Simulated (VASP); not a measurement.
# Re (P6_3/mmc) in VASP: further runs, part 2 of 3

VASP 6.6.1. Earlier steps stand in the parts before.

## (3) Single point, PBEsol (12.80 Å³/atom)

This run uses another cell than the first one, of 12.80 Å³/atom.

File INCAR:

```
PREC     = Accurate       # precision mode
ENCUT    = 520            # plane-wave cutoff, eV
EDIFF    = 1E-6           # SCF threshold, eV
ISMEAR   = -1             # smearing method
SIGMA    = 0.1            # smearing width, eV
LREAL    = F              # projectors in reciprocal space
LASPH    = T              # aspherical terms in the spheres
NELM     = 80             # most SCF steps
ALGO     = Normal         # electronic algorithm
ISIF     = 2              # what is computed and relaxed
LWAVE    = F              # write WAVECAR
LCHARG   = T              # write CHGCAR
GGA      = PS             # functional
LELF     = T              # ELF
LVHAR    = T            
NBANDS   = 22             # bands
```

File KPOINTS:

```
regular mesh
0
Gamma
  15 15 4
```

File POSCAR:

```
Re
1.0
    2.6378628852      0.0000000000      0.0000000000
   -1.3189314426      2.2844562703      0.0000000000
    0.0000000000      0.0000000000      8.4995832357
Re
4
Direct
    0.0000000000      1.0000000000      0.0000000000
    0.0000000000      1.0000000000      0.5000000000
    0.3333333333      0.6666666667      0.2500000000
    0.6666666667      0.3333333333      0.7500000000
```

Potentials or basis: VASP PAW PBE potentials, release 64 (Re).

Launch:

```bash
$ cat potpaw_PBE.64/Re/POTCAR > POTCAR
$ mpirun -np 1 vasp_std > vasp.out
```

OUTCAR:

```text
PREC = Accurate
   ENCUT = 520
   EDIFF = 1E-6
   ISMEAR = -1
   LREAL = F
   LASPH = T
   NELM = 80
   ISIF = 2
   GGA = PS

 ion  position               nearest neighbor table
   1  0.000  0.000  0.000-   3 2.61   4 2.61   4 2.61   3 2.61   4 2.61   3 2.61
   2  0.000  0.000  0.500-   3 2.61   4 2.61   4 2.61   3 2.61   4 2.61   3 2.61
   3  0.333  0.667  0.250-   1 2.61   2 2.61   1 2.61   2 2.61   1 2.61   2 2.61
   4  0.667  0.333  0.750-   1 2.61   2 2.61   1 2.61   2 2.61   1 2.61   2 2.61

  LATTYP: Found a hexagonal cell.
 ALAT       =     2.6378628852
 C/A-ratio  =     3.2221474753

  Lattice vectors:

 A1 = (   2.6378628852,   0.0000000000,   0.0000000000)
 A2 = (  -1.3189314426,   2.2844562703,   0.0000000000)
 A3 = (   0.0000000000,   0.0000000000,   8.4995832357)

Analysis of symmetry for initial positions (statically):
=====================================================================
 Subroutine PRICEL returns:
 Original cell was already a primitive cell.

 Routine SETGRP: Setting up the symmetry group for a
 hexagonal supercell.

 Subroutine GETGRP returns: Found 24 space group operations
 (whereof 12 operations were pure point group operations)
 out of a pool of 24 trial point group operations.

The static configuration has the point symmetry D_3d.
 The point group associated with its full space group is D_6h.

Analysis of symmetry for dynamics (positions and initial velocities):
=====================================================================
 Subroutine PRICEL returns:
 Original cell was already a primitive cell.

 Routine SETGRP: Setting up the symmetry group for a
 hexagonal supercell.

 Subroutine GETGRP returns: Found 24 space group operations
 (whereof 12 operations were pure point group operations)
 out of a pool of 24 trial point group operations.

The dynamic configuration has the point symmetry D_3d.
 The point group associated with its full space group is D_6h.

 Subroutine INISYM returns: Found 24 space group operations
 (whereof 12 operations are pure point group operations),
 and found     1 'primitive' translations

----------------------------------------------------------------------------------------

                                     Primitive cell

  volume of cell :      51.2192

  direct lattice vectors                    reciprocal lattice vectors
     2.637862885  0.000000000  0.000000000     0.379094761  0.218870462  0.000000000
    -1.318931443  2.284456270  0.000000000     0.000000000  0.437740925  0.000000000
     0.000000000  0.000000000  8.499583236     0.000000000  0.000000000  0.117652827

  length of vectors
     2.637862885  2.637862885  8.499583236     0.437740925  0.437740925  0.117652827

  position of ions in fractional coordinates (direct lattice)
     0.000000000  0.000000000  0.000000000
     0.000000000  0.000000000  0.500000000
     0.333333333  0.666666667  0.250000000
     0.666666667  0.333333333  0.750000000

  ion indices of the primitive-cell ions
   primitive index   ion index
                 1           1
                 2           2
                 3           3
                 4           4

----------------------------------------------------------------------------------------
[... 22 lines left out ...]

 Found     81 irreducible k-points:

 Following reciprocal coordinates:
            Coordinates               Weight
  0.000000  0.000000  0.000000      1.000000
  0.066667  0.000000  0.000000      6.000000
  0.133333  0.000000  0.000000      6.000000
  0.200000  0.000000  0.000000      6.000000
  0.266667  0.000000  0.000000      6.000000
  0.333333  0.000000  0.000000      6.000000
[... 16 lines left out ...]
  0.333333  0.200000  0.000000     12.000000
  0.400000  0.200000  0.000000      6.000000
 [... further k-points ...]
   k-points           NKPTS =     81   k-points in BZ     NKDIM =     81   number of bands    NBANDS=     22
   number of dos      NEDOS =    301   number of ions     NIONS =      4
   total plane-waves  NPLWV =  25600
   dimension x,y,z NGX =    20 NGY =   20 NGZ =   64
   dimension x,y,z NGXF=    40 NGYF=   40 NGZF=  128
   ions per type =               4
   NGX,Y,Z   is equivalent  to a cutoff of  12.60, 12.60, 12.52 a.u.
   NGXF,Y,Z  is equivalent  to a cutoff of  25.21, 25.21, 25.04 a.u.
 SYSTEM =  unknown system
   PREC   = accura    normal or accurate (medium, high low for compatibility)
   ISTART =      0    job   : 0-new  1-cont  2-samecut
   ICHARG =      2    charge: 1-file 2-atom 10-const
   ISPIN  =      1    spin polarized calculation?
   LNONCOLLINEAR =      F non collinear calculations
   LSORBIT =      F    spin-orbit coupling
   LASPH  =      T    aspherical Exc in radial PAW
   ENCUT  =  520.0 eV  38.22 Ry    6.18 a.u.   4.90  4.90 15.80*2*pi/ulx,y,z
   NELM   =     80;   NELMIN=  2; NELMDL= -5     # of ELM steps
   EDIFF  = 0.1E-05   stopping-criterion for ELM
   LREAL  =      F    real-space projection
   EDIFFG = 0.1E-04   stopping-criterion for IOM
   NSW    =      0    number of steps for IOM
   IBRION =     -1    ionic relax: 0-MD 1-quasi-New 2-CG
   NFREE  =      0    steps in history (QN), initial steepest desc. (CG)
   ISIF   =      2    stress and relaxation
   ISYM   =      2    0-nonsym 1-usesym 2-fastsym
   POTIM  = 0.5000    time-step for ionic-motion
   TEBEG  =    0.0;   TEEND  =   0.0 temperature during run
   PSTRESS=    0.0 pullay stress
   NELECT =      28.0000    total number of electrons
   NUPDOWN=      -1.0000    fix difference up-down
   EMIN   =  10.00;   EMAX   =-10.00  energy-range for DOS
   EFERMI =   0.00;   METHOD = LEGACY
   ISMEAR =    -1;   SIGMA  =   0.10  broadening in eV -4-tet -1-fermi 0-gaus
   EFERMI_NEDOS =   21; number of points for ismear=-14 and -15
   IALGO  =     38    algorithm
   IMIX   =      4    mixing-type and parameters
     AMIX     =   0.40;   BMIX     =  1.00
     AMIX_MAG =   1.60;   BMIX_MAG =  1.00
  volume/ion in A,a.u.               =      12.80        86.41
  Fermi-wavevector in a.u.,A,eV,Ry     =   1.338597  2.529582 24.379500  1.791843
  Thomas-Fermi vector in A             =   2.467055
   LORBIT       =      0    0 simple, 1 ext, 2 COOP (PROOUT), +10 PAW based schemes
   GGA     = PS    functional components
   LHFCALC =     F    Hartree Fock is set to
   AEXX    =    0.0000 exact exchange contribution
   IVDW    =     0    specifies the selected vdW correction
   LEPSILON=     F    determine dielectric tensor
   LRPA    =     F    only Hartree local field effects (RPA)
 non-spin polarized calculation
  energy-cutoff  :      520.00
  volume of cell :       51.22
 maximum number of plane-waves:      1412
 NGX is ok and might be reduce to    20
   NGX =  9   NGY =  9   NGZ = 31

 number of electron      27.9999999 magnetization

 Free energy of the ion-electron system (eV)
  ---------------------------------------------------
  ext. energy  EPLUGINS =         0.00000000
  ---------------------------------------------------
  free energy    TOTEN  =       -52.18813195 eV

  energy without entropy =      -52.10421602  energy(sigma->0) =      -52.14617399

 E-fermi :   9.6884     XC(G=0): -14.5896

 val. band max:        9.6755193762   @ k =   0.4000   0.0667   0.5000
 cond. band min:       9.6973041165   @ k =   0.1333   0.0667   0.0000
 fundamental gap:      0.0217847402
 Fermi energy:         9.6883958981

 k-point     1 :       0.0000    0.0000    0.0000
  band No.  band energies     occupation
      1      -1.3186      2.00000
      2       1.2604      2.00000
      3       1.3297      2.00000
      4       1.8168      2.00000
      5       6.6629      2.00000
      6       6.7793      2.00000
[... 589 lines left out ...]
     21      17.3313      0.00000
     22      17.9369      0.00000

 [... further k-points ...]

------------------------ aborting loop because EDIFF is reached ----------------------------------------

  FORCE on cell =-STRESS in cart. coord.  units (eV):
  Direction    XX          YY          ZZ          XY          YZ          ZX
  --------------------------------------------------------------------------------------
  -------------------------------------------------------------------------------------
  Total       21.7586510     21.7586510     21.8273558     -0.0000000     -0.0000000      0.0000000
  in kB      680.6280617    680.6280617    682.7772049     -0.0000000     -0.0000000      0.0000000
  external PRESSURE =     681.3444428 kB  Pullay stress =       0.0000000 kB

 VOLUME and BASIS-vectors are now :
 -----------------------------------------------------------------------------
  energy-cutoff  :      520.00
  volume of cell :       51.22
      direct lattice vectors                 reciprocal lattice vectors
     2.637862885  0.000000000  0.000000000     0.379094761  0.218870462  0.000000000
    -1.318931443  2.284456270  0.000000000     0.000000000  0.437740925  0.000000000
     0.000000000  0.000000000  8.499583236     0.000000000  0.000000000  0.117652827

 POSITION                                       TOTAL-FORCE (eV/Angst)
 -----------------------------------------------------------------------------------
      0.00000      0.00000      0.00000         0.000000      0.000000      0.000000
      0.00000      0.00000      4.24979         0.000000      0.000000      0.000000
     -0.00000      1.52297      2.12490        -0.000000     -0.000000      0.000000
      1.31893      0.76149      6.37469        -0.000000      0.000000     -0.000000
 -----------------------------------------------------------------------------------
    total drift:                                0.000000     -0.000000      0.000000

  FREE ENERGIE OF THE ION-ELECTRON SYSTEM (eV)
  ---------------------------------------------------
  free  energy   TOTEN  =       -52.1881319490 eV

  energy  without entropy=      -52.1042160210  energy(sigma->0) =      -52.14617399
```

Run time: 2.1 min. Hardware: 1 thread of Intel Xeon Platinum 8259CL at 2.50GHz (Skylake/Cascade Lake), shared host; peak memory 0.21 GiB.

Results:

```yaml
Free_energy: -52.1881 eV
Pressure: 68.1 GPa
Band_gap_on_the_k_mesh: zero (bands 14 and 15 overlap by 3.32 eV)
```

Caveat: the cell stands under pressure; the PAW data sets were made with another functional, which shifts forces and pressure a little; spin-orbit coupling is left out, which moves the levels of the heavy elements.

## (4) Single point, PBEsol (13.39 Å³/atom)

This run uses another cell than the first one, of 13.39 Å³/atom.

File INCAR:

```
SYSTEM = Re
PREC = Accurate ; ENCUT = 520
EDIFF = 1E-6 ; ISMEAR = -1
SIGMA = 0.1 ; LREAL = .False.
LASPH = .True. ; NELM = 80
ALGO = Normal ; ISIF = 2
LWAVE = .False. ; LCHARG = .True.
GGA = PS ; LELF = .True.
LVHAR = .True. ; NBANDS = 22
```

File KPOINTS:

```
Automatic mesh
0
Gamma
  15 15 4
  0 0 0
```

File POSCAR:

```
Re
1.0
    2.6772397784      0.0000000000      0.0000000000
   -1.3386198892      2.3185576601      0.0000000000
    0.0000000000      0.0000000000      8.6264613927
Re
4
Direct
    0.0000000000      1.0000000000      0.0000000000
    0.0000000000      1.0000000000      0.5000000000
    0.3333333333      0.6666666667      0.2500000000
    0.6666666667      0.3333333333      0.7500000000
```

Launch:

```bash
$ cat potpaw_PBE.64/Re/POTCAR > POTCAR
$ mpirun -np 1 vasp_std > vasp.out
```

Wall time 1.9 min (1 thread of Intel Xeon Platinum 8259CL at 2.50GHz (Skylake/Cascade Lake), shared host); peak memory 0.22 GiB.

The run converged. Its results:

```yaml
Free_energy: -52.9704 eV
Pressure: 40.4 GPa
Band_gap_on_the_k_mesh: zero (bands 14 and 15 overlap by 3.11 eV)
```

Stress tensor (GPa, compression positive):
```
40.31  0.00  0.00
 0.00 40.31  0.00
 0.00  0.00 40.61
```

Levels at points of the mesh, in eV from the Fermi level:
```
           k point  band 11  band 12  band 13  band 14  band 15  band 16  band 17  band 18
(0.00, 0.00, 0.00)    -1.91    -1.50    -1.50    -1.34    -1.34     0.65     0.65     0.75
(0.00, 0.00, 0.50)    -1.74    -1.74    -1.74    -1.74    -1.06    -1.06     1.29     1.29
```

Caveat: the cell stands under pressure; the PAW data sets were made with another functional, which shifts forces and pressure a little; spin-orbit coupling is left out, which moves the levels of the heavy elements.

## (5) Single point, PBEsol (13.97 Å³/atom)

This run uses another cell than the first one, of 13.97 Å³/atom.

File INCAR:

```
SYSTEM = Re
PREC = Accurate
ENCUT = 520
EDIFF = 1E-7
ISMEAR = -1
SIGMA = 0.1
LREAL = .FALSE.
LASPH = .TRUE.
NELM = 80
ALGO = Normal
ISIF = 2
LWAVE = .FALSE.
LCHARG = .TRUE.
GGA = PS
LELF = .TRUE.
LVHAR = .TRUE.
NBANDS = 22
```

File KPOINTS:

```
regular mesh
0
G
  15 15 4
  0 0 0
```

File POSCAR:

```
Re
1.0
    2.7154912289      0.0000000000      0.0000000000
   -1.3577456144      2.3516843880      0.0000000000
    0.0000000000      0.0000000000      8.7497132074
Re
4
Direct
    0.0000000000      1.0000000000      0.0000000000
    0.0000000000      1.0000000000      0.5000000000
    0.3333333333      0.6666666667      0.2500000000
    0.6666666667      0.3333333333      0.7500000000
```

Potentials or basis: VASP PAW PBE potentials, release 64 (Re).

Launch:

```bash
$ cat potpaw_PBE.64/Re/POTCAR > POTCAR
$ mpirun -np 1 vasp_std > vasp.out
```

OUTCAR:

```text
SYSTEM = Re
   PREC = Accurate
   ENCUT = 520
   EDIFF = 1E-7
   ISMEAR = -1
   LREAL = .FALSE.
   LASPH = .TRUE.
   NELM = 80
   ISIF = 2
   GGA = PS

 ion  position               nearest neighbor table
   1  0.000  0.000  0.000-   3 2.69   4 2.69   3 2.69   4 2.69   4 2.69   3 2.69
   2  0.000  0.000  0.500-   3 2.69   4 2.69   3 2.69   4 2.69   4 2.69   3 2.69
   3  0.333  0.667  0.250-   1 2.69   2 2.69   1 2.69   2 2.69   1 2.69   2 2.69
   4  0.667  0.333  0.750-   1 2.69   2 2.69   1 2.69   2 2.69   1 2.69   2 2.69

  LATTYP: Found a hexagonal cell.
 ALAT       =     2.7154912289
 C/A-ratio  =     3.2221474753

  Lattice vectors:

 A1 = (   2.7154912289,   0.0000000000,   0.0000000000)
 A2 = (  -1.3577456144,   2.3516843880,   0.0000000000)
 A3 = (   0.0000000000,   0.0000000000,   8.7497132074)

Analysis of symmetry for initial positions (statically):
=====================================================================
 Subroutine PRICEL returns:
 Original cell was already a primitive cell.

 Routine SETGRP: Setting up the symmetry group for a
 hexagonal supercell.

 Subroutine GETGRP returns: Found 24 space group operations
 (whereof 12 operations were pure point group operations)
[... 170 lines left out ...]

 val. band max:        8.4869767960   @ k =   0.2000   0.0667   0.0000
 cond. band min:       8.5230483982   @ k =   0.4000   0.1333   0.2500
 fundamental gap:      0.0360716022
 Fermi energy:         8.4950461655

 k-point     1 :       0.0000    0.0000    0.0000
  band No.  band energies     occupation
      1      -1.8847      2.00000
      2       0.5403      2.00000
      3       0.6065      2.00000
      4       1.3582      2.00000
      5       5.7701      2.00000
      6       5.8730      2.00000
[... 589 lines left out ...]
     21      15.3356      0.00000
     22      15.8665      0.00000

 [... further k-points ...]

------------------------ aborting loop because EDIFF is reached ----------------------------------------

  FORCE on cell =-STRESS in cart. coord.  units (eV):
  Direction    XX          YY          ZZ          XY          YZ          ZX
  --------------------------------------------------------------------------------------
  -------------------------------------------------------------------------------------
  Total        6.2634913      6.2634913      6.3624824      0.0000000      0.0000000     -0.0000000
  in kB      179.5997802    179.5997802    182.4382580      0.0000000      0.0000000     -0.0000000
  external PRESSURE =     180.5459395 kB  Pullay stress =       0.0000000 kB

 VOLUME and BASIS-vectors are now :
 -----------------------------------------------------------------------------
  energy-cutoff  :      520.00
  volume of cell :       55.88
      direct lattice vectors                 reciprocal lattice vectors
     2.715491229  0.000000000  0.000000000     0.368257496  0.212613564  0.000000000
    -1.357745614  2.351684388  0.000000000     0.000000000  0.425227129  0.000000000
     0.000000000  0.000000000  8.749713207     0.000000000  0.000000000  0.114289460

 POSITION                                       TOTAL-FORCE (eV/Angst)
 -----------------------------------------------------------------------------------
      0.00000      0.00000      0.00000         0.000000      0.000000      0.000000
      0.00000      0.00000      4.37486         0.000000      0.000000      0.000000
     -0.00000      1.56779      2.18743         0.000000      0.000000     -0.000000
      1.35775      0.78389      6.56228        -0.000000     -0.000000     -0.000000
 -----------------------------------------------------------------------------------
    total drift:                                0.000000     -0.000000      0.000000

  FREE ENERGIE OF THE ION-ELECTRON SYSTEM (eV)
  ---------------------------------------------------
  free  energy   TOTEN  =       -53.3905786174 eV

  energy  without entropy=      -53.2995872359  energy(sigma->0) =      -53.34508293
```

It took 2.5 min on 1 thread of Intel Xeon Platinum 8259CL at 2.50GHz (Skylake/Cascade Lake), shared host; peak memory 0.22 GiB.

Results:

```
Free energy            : -53.3906 eV
Pressure               : 18.1 GPa
Band gap on the k mesh : zero (bands 14 and 15 overlap by 2.85 eV)
```

Stress tensor (GPa, compression positive):
```
17.96  0.00  0.00
 0.00 17.96  0.00
 0.00  0.00 18.24
```

Levels at points of the mesh, in eV from the Fermi level:
```tsv
k point	band 10	band 11	band 12	band 13	band 14	band 15	band 16	band 17	band 18	band 19
(0.00, 0.00, 0.00)	-2.11	-1.78	-1.39	-1.39	-1.25	-1.25	0.64	0.64	0.64	1.57
(0.00, 0.00, 0.50)	-1.95	-1.62	-1.62	-1.62	-1.62	-1.09	-1.09	1.22	1.22	1.22
```

Caveat: the cell stands under pressure; the PAW data sets were made with another functional, which shifts forces and pressure a little; spin-orbit coupling is left out, which moves the levels of the heavy elements.

(Part 2 of 3 ends here.)

The gap in the log of VASP goes by the Fermi energy; the results here count the filled bands.